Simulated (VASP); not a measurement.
Input of a VASP 6.6.1 run:

The input INCAR:

```
SYSTEM = HfN
PREC     = Accurate       ! precision mode
ENCUT    = 600            ! plane-wave cutoff, eV
EDIFF    = 1E-7           ! SCF threshold, eV
ISMEAR   = 0              ! smearing method
SIGMA    = 0.1            ! smearing width, eV
LREAL    = .FALSE.        ! projectors in reciprocal space
LASPH    = .TRUE.         ! aspherical terms in the spheres
NELM     = 80             ! most SCF steps
ALGO     = Normal         ! electronic algorithm
ISIF     = 3              ! what is computed and relaxed
LWAVE    = .FALSE.        ! write WAVECAR
LCHARG   = .FALSE.        ! write CHGCAR
GGA      = PE             ! functional
IBRION   = 2              ! ionic algorithm
NSW      = 100            ! ionic steps
EDIFFG   = -0.01          ! ionic threshold
```

KPOINTS

```
regular mesh
0
G
  18 18 8
  0 0 0
```

Contents of POSCAR:

```
HfN
1.0
    3.1559440289      0.0000000000      0.0000000000
   -1.5779720144      2.7331277019      0.0000000000
    0.0000000000      0.0000000000      5.4675452214
Hf N
2 2
Direct
    0.6666666667      0.3333333333      0.2500000000
    0.3333333333      0.6666666667      0.7500000000
    0.0000000000      0.0000000000      0.0000000000
    0.0000000000      0.0000000000      0.5000000000
```

Potentials or basis: VASP PAW PBE potentials, release 64 (Hf_pv, N).

The run is started by

```bash
$ cat potpaw_PBE.64/Hf_pv/POTCAR potpaw_PBE.64/N/POTCAR > POTCAR
$ mpirun -np 1 vasp_std > vasp.out
```

(1) Predict the relaxed cell.

(2) Estimate the relaxed volume.

(3) What does it give for the band gap on the k mesh?

(4) What does it give for the space group after relaxing (to 0.1 Å)?

## Answers

(1) a = 3.150 Å, b = 3.150 Å, c = 5.434 Å, α = 90.00°, β = 90.00°, γ = 120.00°.

(2) 11.68 Å³/atom.

(3) zero (bands 15 and 16 overlap by 2.28 eV).

(4) P6_3/mmc (No. 194).

Caveat: spin-orbit coupling is left out, which moves the levels of the heavy elements.
